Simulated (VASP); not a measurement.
# AlN in VASP: a series of runs

The runs below take AlN through single point, with PBE.

All numbers are computed with VASP 6.6.1; they aren't measurements. Logs are shortened: lines on timing, memory, paths and dates and some standing lists are left out, and cuts for length are marked.

### 1 The cell of the first run

Symmetry: P6_3mc, No. 186, hexagonal system. Conventional cell: a = 2.949 Å, b = 2.949 Å, c = 4.718 Å, α = 90.00°, β = 90.00°, γ = 120.00°. Within 2.4 Å of Al (site symmetry 3m) lie 4 N at 1.79 Å. Within 2.4 Å of N (site symmetry 3m) lie 4 Al at 1.79 Å.

### 2 Single point, PBE

INCAR

```
SYSTEM = AlN
PREC     = Accurate       ! precision mode
ENCUT    = 520            ! plane-wave cutoff, eV
EDIFF    = 1E-6           ! SCF threshold, eV
ISMEAR   = 0              ! smearing method
SIGMA    = 0.05           ! smearing width, eV
LREAL    = .FALSE.        ! projectors in reciprocal space
LASPH    = .TRUE.         ! aspherical terms in the spheres
NELM     = 80             ! most SCF steps
ALGO     = Normal         ! electronic algorithm
ISIF     = 2              ! what is computed and relaxed
LWAVE    = .FALSE.        ! write WAVECAR
LCHARG   = .TRUE.         ! write CHGCAR
GGA      = PE             ! functional
LELF     = .TRUE.         ! ELF
LVHAR    = .TRUE.       
NBANDS   = 16             ! bands
```

KPOINTS

```
regular mesh
0
G
  12 12 6
  0 0 0
```

POSCAR

```
AlN
1.0
    2.9488460224      0.0000000000      0.0000000000
   -1.4744230112      2.5537755672      0.0000000000
    0.0000000000      0.0000000000      4.7183430894
Al N
2 2
Direct
    0.3333333333      0.6666666667      0.0000000000
    0.6666666667      0.3333333333      0.5000000000
    0.3333333333      0.6666666667      0.3800000000
    0.6666666667      0.3333333333      0.8800000000
```

Potentials or basis: VASP PAW PBE potentials, release 64 (Al, N).

Run with:

```bash
$ cat potpaw_PBE.64/Al/POTCAR potpaw_PBE.64/N/POTCAR > POTCAR
$ mpirun -np 1 vasp_std > vasp.out
```

OUTCAR:

```text
SYSTEM = AlN
   PREC = Accurate
   ENCUT = 520
   EDIFF = 1E-6
   ISMEAR = 0
   LREAL = .FALSE.
   LASPH = .TRUE.
   NELM = 80
   ISIF = 2
   GGA = PE

 ion  position               nearest neighbor table
   1  0.333  0.667  0.000-   3 1.79   4 1.79   4 1.79   4 1.79   2 2.91   2 2.91   2 2.91   2 2.91
                             2 2.91   2 2.91
   2  0.667  0.333  0.500-   4 1.79   3 1.79   3 1.79   3 1.79   1 2.91   1 2.91   1 2.91   1 2.91
                             1 2.91   1 2.91
   3  0.333  0.667  0.380-   1 1.79   2 1.79   2 1.79   2 1.79
   4  0.667  0.333  0.880-   2 1.79   1 1.79   1 1.79   1 1.79

  LATTYP: Found a hexagonal cell.
 ALAT       =     2.9488460224
 C/A-ratio  =     1.6000642467

  Lattice vectors:

 A1 = (   2.9488460224,   0.0000000000,   0.0000000000)
 A2 = (  -1.4744230112,   2.5537755672,   0.0000000000)
 A3 = (   0.0000000000,   0.0000000000,   4.7183430894)

Analysis of symmetry for initial positions (statically):
=====================================================================
 Subroutine PRICEL returns:
 Original cell was already a primitive cell.

 Routine SETGRP: Setting up the symmetry group for a
 hexagonal supercell.

 Subroutine GETGRP returns: Found 12 space group operations
 (whereof  6 operations were pure point group operations)
 out of a pool of 24 trial point group operations.

The static configuration has the point symmetry C_3v.
 The point group associated with its full space group is C_6v.

Analysis of symmetry for dynamics (positions and initial velocities):
=====================================================================
 Subroutine PRICEL returns:
 Original cell was already a primitive cell.

 Routine SETGRP: Setting up the symmetry group for a
 hexagonal supercell.

 Subroutine GETGRP returns: Found 12 space group operations
 (whereof  6 operations were pure point group operations)
 out of a pool of 24 trial point group operations.

The dynamic configuration has the point symmetry C_3v.
 The point group associated with its full space group is C_6v.

 Subroutine INISYM returns: Found 12 space group operations
 (whereof  6 operations are pure point group operations),
 and found     1 'primitive' translations

----------------------------------------------------------------------------------------

                                     Primitive cell

  volume of cell :      35.5324

  direct lattice vectors                    reciprocal lattice vectors
     2.948846022  0.000000000  0.000000000     0.339115706  0.195788544  0.000000000
    -1.474423011  2.553775567  0.000000000     0.000000000  0.391577088  0.000000000
     0.000000000  0.000000000  4.718343089     0.000000000  0.000000000  0.211938806

  length of vectors
     2.948846022  2.948846022  4.718343089     0.391577088  0.391577088  0.211938806

  position of ions in fractional coordinates (direct lattice)
     0.333333333  0.666666667  0.000000000
     0.666666667  0.333333333  0.500000000
     0.333333333  0.666666667  0.380000000
     0.666666667  0.333333333  0.880000000

  ion indices of the primitive-cell ions
   primitive index   ion index
                 1           1
                 2           2
                 3           3
                 4           4

----------------------------------------------------------------------------------------

 KPOINTS: regular mesh

Automatic generation of k-mesh.
 Grid dimensions read from file:
 generate k-points for:   12   12    6

 Generating k-lattice:

  Cartesian coordinates                     Fractional coordinates (reciprocal lattice)
     0.028259642  0.016315712  0.000000000     0.083333333  0.000000000  0.000000000
     0.000000000  0.032631424  0.000000000     0.000000000  0.083333333  0.000000000
     0.000000000  0.000000000  0.035323134     0.000000000  0.000000000  0.166666667

  Length of vectors
     0.032631424  0.032631424  0.035323134

  Shift w.r.t. Gamma in fractional coordinates (k-lattice)
     0.000000000  0.000000000  0.000000000

 Subroutine IBZKPT returns following result:
 ===========================================

 Found     76 irreducible k-points:

 Following reciprocal coordinates:
            Coordinates               Weight
  0.000000  0.000000  0.000000      1.000000
  0.083333  0.000000  0.000000      6.000000
  0.166667  0.000000  0.000000      6.000000
  0.250000  0.000000  0.000000      6.000000
  0.333333 -0.000000  0.000000      6.000000
  0.416667  0.000000  0.000000      6.000000
[... 16 lines left out ...]
  0.250000  0.000000  0.166667     12.000000
  0.333333 -0.000000  0.166667     12.000000
 [... further k-points ...]
   k-points           NKPTS =     76   k-points in BZ     NKDIM =     76   number of bands    NBANDS=     16
   number of dos      NEDOS =    301   number of ions     NIONS =      4
   total plane-waves  NPLWV =  20736
   dimension x,y,z NGX =    24 NGY =   24 NGZ =   36
   dimension x,y,z NGXF=    48 NGYF=   48 NGZF=   72
   ions per type =               2   2
   NGX,Y,Z   is equivalent  to a cutoff of  13.53, 13.53, 12.68 a.u.
   NGXF,Y,Z  is equivalent  to a cutoff of  27.06, 27.06, 25.37 a.u.
 SYSTEM =  AlN
   PREC   = accura    normal or accurate (medium, high low for compatibility)
   ISTART =      0    job   : 0-new  1-cont  2-samecut
   ICHARG =      2    charge: 1-file 2-atom 10-const
   ISPIN  =      1    spin polarized calculation?
   LNONCOLLINEAR =      F non collinear calculations
   LSORBIT =      F    spin-orbit coupling
   LASPH  =      T    aspherical Exc in radial PAW
   ENCUT  =  520.0 eV  38.22 Ry    6.18 a.u.   5.48  5.48  8.77*2*pi/ulx,y,z
   NELM   =     80;   NELMIN=  2; NELMDL= -5     # of ELM steps
   EDIFF  = 0.1E-05   stopping-criterion for ELM
   LREAL  =      F    real-space projection
   EDIFFG = 0.1E-04   stopping-criterion for IOM
   NSW    =      0    number of steps for IOM
   IBRION =     -1    ionic relax: 0-MD 1-quasi-New 2-CG
   NFREE  =      0    steps in history (QN), initial steepest desc. (CG)
   ISIF   =      2    stress and relaxation
   ISYM   =      2    0-nonsym 1-usesym 2-fastsym
   POTIM  = 0.5000    time-step for ionic-motion
   TEBEG  =    0.0;   TEEND  =   0.0 temperature during run
   PSTRESS=    0.0 pullay stress
   NELECT =      16.0000    total number of electrons
   NUPDOWN=      -1.0000    fix difference up-down
   EMIN   =  10.00;   EMAX   =-10.00  energy-range for DOS
   EFERMI =   0.00;   METHOD = LEGACY
   ISMEAR =     0;   SIGMA  =   0.05  broadening in eV -4-tet -1-fermi 0-gaus
   EFERMI_NEDOS =   21; number of points for ismear=-14 and -15
   IALGO  =     38    algorithm
   IMIX   =      4    mixing-type and parameters
     AMIX     =   0.40;   BMIX     =  1.00
     AMIX_MAG =   1.60;   BMIX_MAG =  1.00
  volume/ion in A,a.u.               =       8.88        59.95
  Fermi-wavevector in a.u.,A,eV,Ry     =   1.254797  2.371222 21.422575  1.574515
  Thomas-Fermi vector in A             =   2.388584
   LORBIT       =      0    0 simple, 1 ext, 2 COOP (PROOUT), +10 PAW based schemes
   GGA     = PE    functional components
   LHFCALC =     F    Hartree Fock is set to
   AEXX    =    0.0000 exact exchange contribution
   IVDW    =     0    specifies the selected vdW correction
   LEPSILON=     F    determine dielectric tensor
   LRPA    =     F    only Hartree local field effects (RPA)
 non-spin polarized calculation
 Gauss-broadening in eV      SIGMA  =   0.05
  energy-cutoff  :      520.00
  volume of cell :       35.53
 maximum number of plane-waves:       984
 NGX is ok and might be reduce to    24
   NGX = 11   NGY = 11   NGZ = 17

 number of electron      16.0000003 magnetization

 Free energy of the ion-electron system (eV)
  ---------------------------------------------------
  ext. energy  EPLUGINS =         0.00000000
  ---------------------------------------------------
  free energy    TOTEN  =       -28.83949036 eV

  energy without entropy =      -28.83949036  energy(sigma->0) =      -28.83949036

 E-fermi :   8.0460     XC(G=0): -11.6350

 val. band max:        7.7950296952   @ k =   0.0000   0.0000   0.0000
 cond. band min:      12.9109831431   @ k =   0.3333   0.3333   0.0000
 fundamental gap:      5.1159534478
 Fermi energy:         8.0459770821

 k-point     1 :       0.0000    0.0000    0.0000
  band No.  band energies     occupation
      1      -8.4037      2.00000
      2      -5.7118      2.00000
      3       1.0517      2.00000
      4       6.8918      2.00000
      5       6.8918      2.00000
      6       7.5727      2.00000
[... 8 lines left out ...]
     15      22.5953      0.00000
     16      22.5953      0.00000

 k-point     2 :       0.0833    0.0000    0.0000
  band No.  band energies     occupation
      1      -8.2973      2.00000
      2      -5.6496      2.00000
      3       1.1708      2.00000
      4       6.4414      2.00000
      5       6.7556      2.00000
      6       7.1715      2.00000
[... 8 lines left out ...]
     15      22.5842      0.00000
     16      22.5923      0.00000

 k-point     3 :       0.1667    0.0000    0.0000
  band No.  band energies     occupation
      1      -7.9863      2.00000
      2      -5.4787      2.00000
      3       1.5220      2.00000
      4       5.3330      2.00000
      5       6.2662      2.00000
      6       6.4433      2.00000
[... 8 lines left out ...]
     15      21.7709      0.00000
     16      21.9128      0.00000

 k-point     4 :       0.2500    0.0000    0.0000
  band No.  band energies     occupation
      1      -7.4975      2.00000
      2      -5.2502      2.00000
      3       2.0840      2.00000
      4       4.0202      2.00000
      5       5.2159      2.00000
      6       6.0909      2.00000
[... 8 lines left out ...]
     15      21.7481      0.00000
     16      22.5460      0.00000
[... 324 lines left out ...]
 k-point    22 :       0.1667    0.0000    0.1667
  band No.  band energies     occupation
      1      -7.8639      2.00000
      2      -5.7270      2.00000
      3       1.9012      2.00000
      4       5.4139      2.00000
      5       6.0106      2.00000
      6       6.5061      2.00000
[... 8 lines left out ...]
     15      21.9279      0.00000
     16      22.0902      0.00000

 k-point    23 :       0.2500    0.0000    0.1667
  band No.  band energies     occupation
      1      -7.3827      2.00000
      2      -5.4580      2.00000
      3       2.2927      2.00000
      4       4.2089      2.00000
      5       4.9939      2.00000
      6       6.1645      2.00000
[... 8 lines left out ...]
     15      21.9409      0.00000
     16      22.6417      0.00000

 k-point    24 :       0.3333   -0.0000    0.1667
  band No.  band energies     occupation
      1      -6.7857      2.00000
      2      -5.2086      2.00000
      3       2.3392      2.00000
      4       3.4923      2.00000
      5       4.1480      2.00000
      6       5.8683      2.00000
[... 8 lines left out ...]
     15      22.1356      0.00000
     16      23.8210      0.00000

 [... further k-points ...]
[... 5 lines left out ...]
  --------------------------------------------------------------------------------------
  -------------------------------------------------------------------------------------
  Total       10.9992472     10.9992472     11.0423689      0.0000000      0.0000000      0.0000000
  in kB      495.9629139    495.9629139    497.9072980      0.0000000      0.0000000      0.0000000
  external PRESSURE =     496.6110419 kB  Pullay stress =       0.0000000 kB

 VOLUME and BASIS-vectors are now :
 -----------------------------------------------------------------------------
  energy-cutoff  :      520.00
  volume of cell :       35.53
      direct lattice vectors                 reciprocal lattice vectors
     2.948846022  0.000000000  0.000000000     0.339115706  0.195788544  0.000000000
    -1.474423011  2.553775567  0.000000000     0.000000000  0.391577088  0.000000000
     0.000000000  0.000000000  4.718343089     0.000000000  0.000000000  0.211938806

 POSITION                                       TOTAL-FORCE (eV/Angst)
 -----------------------------------------------------------------------------------
     -0.00000      1.70252      0.00000         0.000000      0.000000     -0.278019
      1.47442      0.85126      2.35917        -0.000000      0.000000     -0.278019
     -0.00000      1.70252      1.79297         0.000000     -0.000000      0.278019
      1.47442      0.85126      4.15214        -0.000000      0.000000      0.278019
 -----------------------------------------------------------------------------------
    total drift:                               -0.000000      0.000000      0.000042

  FREE ENERGIE OF THE ION-ELECTRON SYSTEM (eV)
  ---------------------------------------------------
  free  energy   TOTEN  =       -28.8394903558 eV

  energy  without entropy=      -28.8394903558  energy(sigma->0) =      -28.83949036
```

Wall time 65 s (1 thread of Intel Xeon 8259CL, shared host); peak memory 0.17 GiB.

What came out:

* Free energy: -28.8395 eV
* Pressure: 49.7 GPa
* Largest force: 0.278 eV/Å
* Band gap on the k mesh: 5.12 eV (least direct gap 5.73 eV)

Forces on the atoms (eV/Å):
```
Al   0.000  0.000 -0.278
Al   0.000  0.000 -0.278
N    0.000  0.000  0.278
N    0.000  0.000  0.278
```

Caveat: the cell stands under pressure. As with any semilocal functional, this PBE gap is likely too small.

(Continued in part 2 of 2.)
